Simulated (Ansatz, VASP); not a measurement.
**Ca: VASP beside Ansatz**

Contents of INCAR:

```
PREC = Accurate
ENCUT = 520
EDIFF = 1E-6
ISMEAR = 0
SIGMA = 0.05
LREAL = False
LASPH = True
NELM = 80
ALGO = Normal
ISIF = 2
LWAVE = False
LCHARG = True
GGA = PS
LELF = True
LVHAR = True
NBANDS = 11
```

The input KPOINTS:

```
regular mesh
0
Gamma
  10 10 10
```

POSCAR

```
Ca
1.0
    0.0000000000      2.7291529165      2.7291529165
    2.7291529165      0.0000000000      2.7291529165
    2.7291529165      2.7291529165      0.0000000000
Ca
1
Direct
    0.0000000000      0.0000000000      0.0000000000
```

Input for Ansatz:

```yaml
crystal:
  lattice:
    - [0.0, 2.7291529165, 2.7291529165]
    - [2.7291529165, 0.0, 2.7291529165]
    - [2.7291529165, 2.7291529165, 0.0]
  atoms:
    - { symbol: Ca, position: [0.0, 0.0, 0.0] }
basis:
  ecutwfc: 420
  ecutrho_ratio: 4
kpoints:
  mp_grid: { grid: [10, 10, 10] }
hamiltonian:
  xc: pbesol
scf:
  occupations: { method: gaussian, width: 0.05 }
output:
  forces: true
  stress: true
  eigenvalues: true
```

Alike in both runs: task single point; functional PBEsol; k mesh 10 × 10 × 10; occupations gaussian, width 0.05 eV; no spin polarisation.

|  | VASP | Ansatz |
| --- | --- | --- |
| version | VASP 6.6.1 | Ansatz 0.2.0 |
| potentials or method | VASP PAW PBE potentials, release 64 (Ca_sv), cutoff 520 eV | scalar-relativistic, plane waves, PAW |
| valence electrons in the cell | 10 | 10 |

|  | VASP | Ansatz | Ansatz less VASP |
| --- | --- | --- | --- |
| gap on the k mesh at the Fermi level (eV) | none | none | - |
| pressure (GPa) | 0.0 | 0.0 | 0.00 |

VASP's potentials were made for PBE, not for PBEsol. A gap of «none» marks a metal or a gap that the smearing closes. The functional is the same, so the differences come from potentials, cutoffs and numerics.
